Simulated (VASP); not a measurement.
Fe: single point with r2SCAN

The system is Fe.

```xyz
1
Lattice="-1.4315 1.4315 1.4315 1.4315 -1.4315 1.4315 1.4315 1.4315 -1.4315" Properties=species:S:1:pos:R:3 pbc="T T T"
Fe    0.0000    0.0000    0.0000
```

| Property | Result |
| --- | --- |
| Program | VASP 6.6.1 |
| Task | single point |
| Functional | r2SCAN |
| Potentials or basis | VASP PAW PBE potentials, release 64 (Fe) |
| Cutoff | 520 eV |
| k mesh | 8 × 8 × 8 |
| Occupations | gaussian, width 0.1 eV |
| Spin | collinear spin, ferromagnetic start |
| Starting moments | [4.0] μB |
| Dipole correction | no |
| Further INCAR settings | ALGO = Normal; EDIFF = 1e-06; NBANDS = 14 |

* Pressure: -0.8 GPa
* Net moment: 2.62 μB per cell
* Site moments: Fe +2.69 μB
* Valence electrons inside the program's atomic spheres: Fe 7.21

Levels at points of the mesh, in eV from the Fermi level:
Spin up:
```
           k point  band 2  band 3  band 4  band 5  band 6  band 7  band 8  band 9
(0.00, 0.00, 0.00)   -3.01   -3.01   -3.01   -1.79   -1.79   25.70   25.70   25.70
(0.50, 0.00, 0.00)   -4.01   -1.75   -1.63   -0.47    0.59    6.96   18.85   20.32
(0.50, 0.50, 0.50)   -5.26   -0.72   -0.72   -0.72   10.01   10.01   10.01   15.58
```
Spin down:
```tsv
k point	band 1	band 2	band 3	band 4	band 5	band 6	band 7	band 8
(0.00, 0.00, 0.00)	-9.11	0.38	0.38	0.38	2.59	2.59	25.33	25.33
(0.50, 0.00, 0.00)	-3.50	-1.04	0.02	2.42	2.88	3.44	9.22	18.79
(0.50, 0.50, 0.50)	-2.66	-2.66	3.13	3.13	3.13	10.34	10.34	10.34
```

Run time: 25 s on 1 thread of AMD EPYC 9R14 (Zen 4) (shared host), peak memory 0.1 GiB.

Caveat: the k points lie up to 0.39 Å⁻¹ apart; the PAW data sets were made with another functional, which shifts forces and pressure a little.
